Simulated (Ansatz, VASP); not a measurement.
**One calculation of AlN, two programs**

```
Al N
1.0
     0.00000    2.18399    2.18399
     2.18399    0.00000    2.18399
     2.18399    2.18399    0.00000
Al N
1 1
Direct
  0.00000 0.00000 0.00000
  0.25000 0.25000 0.25000
```

Alike in both runs: task single point; functional BLYP; k mesh 10 × 10 × 10; occupations tetrahedron; no spin polarisation.

|  | VASP | Ansatz |
| --- | --- | --- |
| version | VASP 6.6.1 | Ansatz 0.2.0 |
| potentials or method | VASP PAW PBE potentials, release 64 (Al, N), cutoff 520 eV | all-electron LAPW, scalar-relativistic |

Ansatz gave:

| Property | Result |
| --- | --- |
| gap on the k mesh at the Fermi level (eV) | 3.68 |
| least direct gap on the mesh (eV) | 4.48 |
| pressure (GPa) | 7.9 |

Task: What did VASP give for the same quantities?

Result: gap on the k mesh at the Fermi level (eV): 3.67; least direct gap on the mesh (eV): 4.48; pressure (GPa): 8.3.

VASP's potentials were made for PBE, not for BLYP. Ansatz ran all-electron here, and VASP with PAW potentials.
